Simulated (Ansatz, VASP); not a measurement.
# One calculation of Hf4F, two programs

INCAR

```
SYSTEM = Hf4F
ALGO = Normal ; DIPOL = 0.5 0.5 0.369
EDIFF = 1E-6 ; ENCUT = 520
GGA = PE ; IDIPOL = 3
ISIF = 2 ; ISMEAR = 0
LASPH = .True. ; LCHARG = .False.
LDIPOL = .True. ; LREAL = .False.
LWAVE = .False. ; NBANDS = 32
NELM = 100 ; PREC = Accurate
SIGMA = 0.1
```

KPOINTS

```
k-points
0
Gamma
  9 9 1
  0 0 0
```

File POSCAR:

```
Hf4F
1.0
    3.2048170381      0.0000000000      0.0000000000
   -1.6024085190      2.7754529695      0.0000000000
    0.0000000000      0.0000000000     24.5281466259
Hf F
4 1
Direct
    0.6666666667      0.3333333333      0.1630779553
    0.3333333333      0.6666666667      0.2663815885
    0.6666666667      0.3333333333      0.3732987945
    0.3333333333      0.6666666667      0.4699966451
    0.5555555556      0.4444444444      0.5706972826
```

Input for Ansatz:

```yaml
crystal:
  lattice:
    - [3.2048170381, 0.0, 0.0]
    - [-1.602408519, 2.7754529695, 0.0]
    - [0.0, 0.0, 24.5281466259]
  atoms:
    - { symbol: Hf, position: [0.6666666667, 0.3333333333, 0.1630779553] }
    - { symbol: Hf, position: [0.3333333333, 0.6666666667, 0.2663815885] }
    - { symbol: Hf, position: [0.6666666667, 0.3333333333, 0.3732987945] }
    - { symbol: Hf, position: [0.3333333333, 0.6666666667, 0.4699966451] }
    - { symbol: F, position: [0.5555555556, 0.4444444444, 0.5706972826] }
basis:
  ecutwfc: 420
kpoints:
  mp_grid: { grid: [9, 9, 1] }
hamiltonian:
  xc: pbe
scf:
  occupations: { method: gaussian, width: 0.1 }
output:
  forces: true
  eigenvalues: true
efield:
  axis: 3
  dipole_correction: true
  ramp_width: 0.04
```

Alike in both runs: task single point; functional PBE; k mesh 9 × 9 × 1; occupations gaussian, width 0.1 eV; no spin polarisation.

```csv
,VASP,Ansatz
version,VASP 6.6.1,Ansatz 0.2.0
potentials or method,"VASP PAW PBE potentials, release 64 (Hf_pv, F), cutoff 520 eV","scalar-relativistic, plane waves, PAW"
valence electrons in the cell,47,111
```

VASP gave:

| Item | Value |
| --- | --- |
| gap on the k mesh at the Fermi level (eV) | none |
| rms of the force components (eV/Å) | 1.451 |

Q: Which values does Ansatz return?

A: gap on the k mesh at the Fermi level (eV): none; rms of the force components (eV/Å): 1.460.

Atom by atom the forces differ by 0.019 eV/Å (rms over components). A gap of «none» marks a metal or a gap that the smearing closes. VASP's potentials hold 47 valence electrons a cell and Ansatz's 111, so a difference there can come from the potentials and not from the codes.

Neither program's run includes spin-orbit coupling.
